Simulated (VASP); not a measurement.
# Ti3Nb (Pm-3m) in VASP: single point with LDA

Aim: the single point of Ti3Nb with LDA.

All numbers are computed with VASP 6.6.1; they aren't measurements. Logs are shortened: lines on timing, memory, paths and dates and some standing lists are left out, and cuts for length are marked.

### Step 1. The cell of the first run

The structure is cubic, space group Pm-3m (No. 221). Conventional cell: a = 4.133 Å, b = 4.133 Å, c = 4.133 Å, α = 90.00°, β = 90.00°, γ = 90.00°. Ti (site symmetry 4/mmm) has 8 Ti at 2.92 Å and 4 Nb at 2.92 Å within 3.8 Å. Within 3.8 Å of Nb (site symmetry m-3m) lie 12 Ti at 2.92 Å.

### Step 2. Single point, LDA

File INCAR:

```
PREC = Accurate
ENCUT = 500
EDIFF = 1E-6
ISMEAR = -1
SIGMA = 0.1
LREAL = False
LASPH = True
NELM = 120
ALGO = Normal
ISIF = 2
LWAVE = False
LCHARG = False
NBANDS = 32
GGA_COMPAT = False
```

File KPOINTS:

```
Automatic mesh
0
Gamma
  3 3 3
  0.5 0.5 0.5
```

File POSCAR:

```
Ti3Nb
1.0
    4.1334330000      0.0000000000      0.0000000000
    0.0000000000      4.1334330000      0.0000000000
    0.0000000000      0.0000000000      4.1334330000
Ti Nb
3 1
Direct
    0.0000000000      0.5000000000      0.5000000000
    0.5000000000      0.0000000000      0.5000000000
    0.5000000000      0.5000000000      0.0000000000
    0.0000000000      0.0000000000      0.0000000000
```

Potentials or basis: VASP PAW LDA potentials, release 64 (Ti_sv, Nb_sv).

Run with:

```sh
$ cat potpaw_LDA.64/Ti_sv/POTCAR potpaw_LDA.64/Nb_sv/POTCAR > POTCAR
$ mpirun -np 1 vasp_std > vasp.out
```

OUTCAR:

```text
PREC = Accurate
   ENCUT = 500
   EDIFF = 1E-6
   ISMEAR = -1
   LREAL = False
   LASPH = True
   NELM = 120
   ISIF = 2

 ion  position               nearest neighbor table
   1  0.000  0.500  0.500-   4 2.92   4 2.92   4 2.92   4 2.92
   2  0.500  0.000  0.500-   4 2.92   4 2.92   4 2.92   4 2.92
   3  0.500  0.500  0.000-   4 2.92   4 2.92   4 2.92   4 2.92
   4  0.000  0.000  0.000-   1 2.92   2 2.92   3 2.92   1 2.92   2 2.92   1 2.92   3 2.92   1 2.92
                             2 2.92   3 2.92   2 2.92   3 2.92

  LATTYP: Found a simple cubic cell.
 ALAT       =     4.1334330000

  Lattice vectors:

 A1 = (   4.1334330000,   0.0000000000,   0.0000000000)
 A2 = (   0.0000000000,   4.1334330000,   0.0000000000)
 A3 = (   0.0000000000,   0.0000000000,   4.1334330000)

Analysis of symmetry for initial positions (statically):
=====================================================================
 Subroutine PRICEL returns:
 Original cell was already a primitive cell.

 Routine SETGRP: Setting up the symmetry group for a
 simple cubic supercell.

 Subroutine GETGRP returns: Found 48 space group operations
 (whereof 48 operations were pure point group operations)
 out of a pool of 48 trial point group operations.

The static configuration has the point symmetry O_h .

Analysis of symmetry for dynamics (positions and initial velocities):
=====================================================================
 Subroutine PRICEL returns:
 Original cell was already a primitive cell.

 Routine SETGRP: Setting up the symmetry group for a
 simple cubic supercell.

 Subroutine GETGRP returns: Found 48 space group operations
 (whereof 48 operations were pure point group operations)
 out of a pool of 48 trial point group operations.

The dynamic configuration has the point symmetry O_h .

 Subroutine INISYM returns: Found 48 space group operations
 (whereof 48 operations are pure point group operations),
 and found     1 'primitive' translations

----------------------------------------------------------------------------------------

                                     Primitive cell

  volume of cell :      70.6208

  direct lattice vectors                    reciprocal lattice vectors
     4.133433000  0.000000000  0.000000000     0.241929650  0.000000000  0.000000000
     0.000000000  4.133433000  0.000000000     0.000000000  0.241929650  0.000000000
     0.000000000  0.000000000  4.133433000     0.000000000  0.000000000  0.241929650

  length of vectors
[... 64 lines left out ...]
   NELM   =    120;   NELMIN=  2; NELMDL= -5     # of ELM steps
   EDIFF  = 0.1E-05   stopping-criterion for ELM
   LREAL  =      F    real-space projection
   EDIFFG = 0.1E-04   stopping-criterion for IOM
   NSW    =      0    number of steps for IOM
   IBRION =     -1    ionic relax: 0-MD 1-quasi-New 2-CG
   NFREE  =      0    steps in history (QN), initial steepest desc. (CG)
   ISIF   =      2    stress and relaxation
   ISYM   =      2    0-nonsym 1-usesym 2-fastsym
   POTIM  = 0.5000    time-step for ionic-motion
   TEBEG  =    0.0;   TEEND  =   0.0 temperature during run
   PSTRESS=    0.0 pullay stress
   NELECT =      49.0000    total number of electrons
   NUPDOWN=      -1.0000    fix difference up-down
   EMIN   =  10.00;   EMAX   =-10.00  energy-range for DOS
   EFERMI =   0.00;   METHOD = LEGACY
   ISMEAR =    -1;   SIGMA  =   0.10  broadening in eV -4-tet -1-fermi 0-gaus
   EFERMI_NEDOS =   21; number of points for ismear=-14 and -15
   IALGO  =     38    algorithm
   IMIX   =      4    mixing-type and parameters
     AMIX     =   0.40;   BMIX     =  1.00
     AMIX_MAG =   1.60;   BMIX_MAG =  1.00
  volume/ion in A,a.u.               =      17.66       119.14
  Fermi-wavevector in a.u.,A,eV,Ry     =   1.449314  2.738807 28.579206  2.100512
  Thomas-Fermi vector in A             =   2.567055
   LORBIT       =      0    0 simple, 1 ext, 2 COOP (PROOUT), +10 PAW based schemes
   GGA     = CA    functional components
   LHFCALC =     F    Hartree Fock is set to
   AEXX    =    0.0000 exact exchange contribution
   IVDW    =     0    specifies the selected vdW correction
   LEPSILON=     F    determine dielectric tensor
   LRPA    =     F    only Hartree local field effects (RPA)
 non-spin polarized calculation
  energy-cutoff  :      500.00
  volume of cell :       70.62
 maximum number of plane-waves:      1856
   NGX = 15   NGY = 15   NGZ = 15

 number of electron      49.0000026 magnetization

 Free energy of the ion-electron system (eV)
  ---------------------------------------------------
  ext. energy  EPLUGINS =         0.00000000
  ---------------------------------------------------
  free energy    TOTEN  =       -36.50729693 eV

  energy without entropy =      -36.28740412  energy(sigma->0) =      -36.39735053

 E-fermi :   8.7671     XC(G=0): -12.0005

 val. band max:        8.7466071971   @ k =   0.5000   0.1667   0.1667
 cond. band min:       8.8227936441   @ k =   0.5000   0.5000   0.1667
 fundamental gap:      0.0761864471
 Fermi energy:         8.7670861626

 k-point     1 :       0.1667    0.1667    0.1667
  band No.  band energies     occupation
      1     -47.2873      2.00000
      2     -47.1941      2.00000
      3     -47.1941      2.00000
      4     -45.4167      2.00000
      5     -24.1146      2.00000
      6     -24.0422      2.00000
[... 129 lines left out ...]
     31       9.7806      0.00008
     32       9.7806      0.00008

------------------------ aborting loop because EDIFF is reached ----------------------------------------

  FORCE on cell =-STRESS in cart. coord.  units (eV):
  Direction    XX          YY          ZZ          XY          YZ          ZX
  --------------------------------------------------------------------------------------
  -------------------------------------------------------------------------------------
  Total       -3.5131879     -3.5131879     -3.5131879     -0.0000000      0.0000000     -0.0000000
  in kB      -79.7038404    -79.7038404    -79.7038404     -0.0000000      0.0000000     -0.0000000
  external PRESSURE =     -79.7038404 kB  Pullay stress =       0.0000000 kB

 VOLUME and BASIS-vectors are now :
 -----------------------------------------------------------------------------
  energy-cutoff  :      500.00
  volume of cell :       70.62
      direct lattice vectors                 reciprocal lattice vectors
     4.133433000  0.000000000  0.000000000     0.241929650  0.000000000  0.000000000
     0.000000000  4.133433000  0.000000000     0.000000000  0.241929650  0.000000000
     0.000000000  0.000000000  4.133433000     0.000000000  0.000000000  0.241929650

 POSITION                                       TOTAL-FORCE (eV/Angst)
 -----------------------------------------------------------------------------------
      0.00000      2.06672      2.06672         0.000000      0.000000      0.000000
      2.06672      0.00000      2.06672         0.000000      0.000000      0.000000
      2.06672      2.06672      0.00000         0.000000      0.000000      0.000000
      0.00000      0.00000      0.00000         0.000000      0.000000      0.000000
 -----------------------------------------------------------------------------------
    total drift:                                0.000000      0.000000     -0.000000

  FREE ENERGIE OF THE ION-ELECTRON SYSTEM (eV)
  ---------------------------------------------------
  free  energy   TOTEN  =       -36.5072969315 eV

  energy  without entropy=      -36.2874041233  energy(sigma->0) =      -36.39735053
```

Run time: 11 s. Hardware: 1 thread of Intel Xeon Platinum 8488C (Sapphire Rapids), shared host; peak memory 0.14 GiB.

What came out:

```yaml
Free_energy: -36.5073 eV
Pressure: -8.0 GPa
```

Levels at points of the mesh, in eV from the Fermi level:
| k point | band 19 | band 20 | band 21 | band 22 | band 23 | band 24 | band 25 | band 26 | band 27 | band 28 |
| --- | --- | --- | --- | --- | --- | --- | --- | --- | --- | --- |
| (0.50, 0.50, 0.50) | -3.09 | -2.58 | 0.28 | 0.28 | 0.53 | 0.53 | 0.53 | 0.61 | 0.61 | 0.61 |

Caveat: the k points lie up to 0.51 Å⁻¹ apart.
